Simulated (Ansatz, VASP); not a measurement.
GePbSe2 in VASP and in Ansatz

```
Ge Pb Se
1.0
     2.07965    1.20068    6.86897
    -2.07965    1.20068    6.86897
     0.00000   -2.40137    6.86897
Ge Pb Se
1 1 2
Direct
  0.00000 0.00000 0.00000
  0.50000 0.50000 0.50000
  0.25861 0.25861 0.25861
  0.74139 0.74139 0.74139
```

Alike in both runs: task single point; functional r2SCAN; k mesh 8 × 8 × 8; occupations fermi-dirac, width 0.02 eV; no spin polarisation.

|  | VASP | Ansatz |
| --- | --- | --- |
| version | VASP 6.6.1 | Ansatz 0.2.0 |
| potentials or method | VASP PAW PBE potentials, release 64 (Ge_d, Pb_d, Se) | plane waves, PAW |
| plane-wave cutoff (eV) | 520 | 500 |
| valence electrons in the cell | 40 | 60 |

```csv
,VASP,Ansatz,Ansatz less VASP
pressure (GPa),0.0,0.0,+0.01
rms of the force components (eV/Å),0.004,0.001,-0.0029
```

VASP's potentials were made for PBE, not for r2SCAN. Atom by atom the forces differ by 0.003 eV/Å (rms over components). With one functional, cell and mesh, what is left measures potentials, basis and numerics. VASP's potentials hold 40 valence electrons a cell and Ansatz's 60, so a difference there can come from the potentials and not from the codes.

Spin-orbit coupling is off throughout.
